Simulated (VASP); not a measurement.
Write the native input for VASP 6.6.1 that does the following.

```yaml
Task: relaxation of cell and atoms
Functional: PBEsol
Potentials_or_basis: VASP PAW PBE potentials, release 64 (Ni)
Cutoff: 600 eV
k_mesh: 18 × 18 × 10
Occupations: fermi-dirac, width 0.1 eV
Spin: collinear spin, ferromagnetic start
Starting_moments: "[1.0, 1.0] μB"
Target_pressure: -2.2 GPa
Dipole_correction: no
Further_INCAR_settings: ALGO = Normal; EDIFF = 1e-06; IBRION = 2; EDIFFG = -0.005; NSW = 60; ISIF = 3
```

The structure of Ni lies in POSCAR:

```
Ni
1.0
    2.4647323422      0.0000000000      0.0000000000
   -1.2323661711      2.1345208219      0.0000000000
    0.0000000000      0.0000000000      3.9928663944
Ni
2
Direct
    0.3333333333      0.6666666667      0.2500000000
    0.6666666667      0.3333333333      0.7500000000
```

This isn't the form of Ni at room conditions, which is fcc.

These files were run (other wordings do the same):

INCAR

```
ALGO = Normal
EDIFF = 1E-6
EDIFFG = -0.005
ENCUT = 600
GGA = PS
IBRION = 2
ISIF = 3
ISMEAR = -1
ISPIN = 2
LASPH = True
LCHARG = False
LMAXMIX = 4
LORBIT = 11
LREAL = False
LWAVE = False
MAGMOM = 1 1
NELM = 150
NSW = 60
PREC = Accurate
PSTRESS = -22.0
SIGMA = 0.1
```

KPOINTS

```
k-points
0
Gamma
  18 18 10
```

Potentials or basis: VASP PAW PBE potentials, release 64 (Ni).

The run is started by

```bash
$ cat potpaw_PBE.64/Ni/POTCAR > POTCAR
$ mpirun -np 1 vasp_std > vasp.out
```

It gave:

* Relaxed volume: 10.53 Å³/atom
* Relaxed cell: a = 2.457 Å, b = 2.457 Å, c = 4.028 Å, α = 90.00°, β = 90.00°, γ = 120.00°
* Space group after relaxing (to 0.1 Å): P6_3/mmc (No. 194)
* Energy change on relaxing (the run minimises the enthalpy): -0.4 meV/atom
* Ionic steps: 5
* Pressure after relaxing: -2.2 GPa
* Net moment: 1.21 μB per cell
* Site moments: Ni +0.61 μB
* Valence electrons inside the program's atomic spheres: Ni 9.38

Caveat: the cell is relaxed towards a set pressure, so the run minimises the enthalpy, not the energy; the PAW data sets were made with another functional, which shifts forces and pressure a little.

It took 2.8 min on 1 thread of Intel(R) Xeon(R) 6975P-C (Granite Rapids), on a shared host, peak memory 0.25 GiB.
